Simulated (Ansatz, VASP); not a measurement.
# Te in VASP and in Ansatz

```
Te
1.0
     2.13325   -2.33232    0.00000
     2.13325    2.33232    0.00000
     0.00000    0.00000    3.27720
Te
1
Direct
  0.50000 0.50000 0.50000
```

Alike in both runs: functional PBE; k mesh 6 × 6 × 6; occupations gaussian, width 0.1 eV; no spin polarisation.

Ansatz relaxed the structure, and its values are those at the end. VASP's run is a single point on that final structure, the one shown.

|  | VASP | Ansatz |
| --- | --- | --- |
| version | VASP 6.6.1 | Ansatz 0.2.0 |
| potentials or method | VASP PAW PBE potentials, release 64 (Te), cutoff 500 eV | scalar-relativistic, plane waves, PAW |
| valence electrons in the cell | 6 | 16 |

|  | VASP | Ansatz | Ansatz less VASP |
| --- | --- | --- | --- |
| gap on the k mesh at the Fermi level (eV) | none | none | - |
| pressure (GPa) | -0.2 | -0.1 | +0.04 |

A gap of «none» marks a metal or a gap that the smearing closes. VASP's potentials hold 6 valence electrons a cell and Ansatz's 16, so a difference there can come from the potentials and not from the codes.

Neither program's run includes spin-orbit coupling.
